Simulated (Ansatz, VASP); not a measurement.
**PtS2 in VASP and in Ansatz**

```xyz
3
Lattice="3.7303 0.0000 0.0000 -1.8651 3.2305 0.0000 0.0000 0.0000 4.6769" Properties=species:S:1:pos:R:3 pbc="T T T"
Pt    0.0000    0.0000    0.0000
S     0.0000    2.1537    1.1334
S     1.8651    1.0768    3.5435
```

Change from the starting cell: epitaxial_xy strain +5.0%.

Alike in both runs: task single point; functional HSE06; k mesh 6 × 6 × 4; occupations fermi-dirac, width 0.02 eV; no spin polarisation.

```csv
,VASP,Ansatz
version,VASP 6.6.1,Ansatz 0.2.0
potentials or method,"VASP PAW PBE potentials, release 64 (Pt, S)","plane waves, PAW"
plane-wave cutoff (eV),400,420
valence electrons in the cell,22,30
```

```tsv
	VASP	Ansatz	Ansatz less VASP
pressure (GPa)	-8.5	-8.2	+0.34
traceless stress, the component that is largest in VASP (GPa)	8.46	8.34	-0.115
rms of the force components (eV/Å)	0.164	0.154	-0.0102
```

Atom by atom the forces differ by 0.010 eV/Å (rms over components). VASP's potentials hold 22 valence electrons a cell and Ansatz's 30, so a difference there can come from the potentials and not from the codes. Ansatz's warnings: stress exchange threshold loose, stress scf threshold loose.

Neither program's run includes spin-orbit coupling.
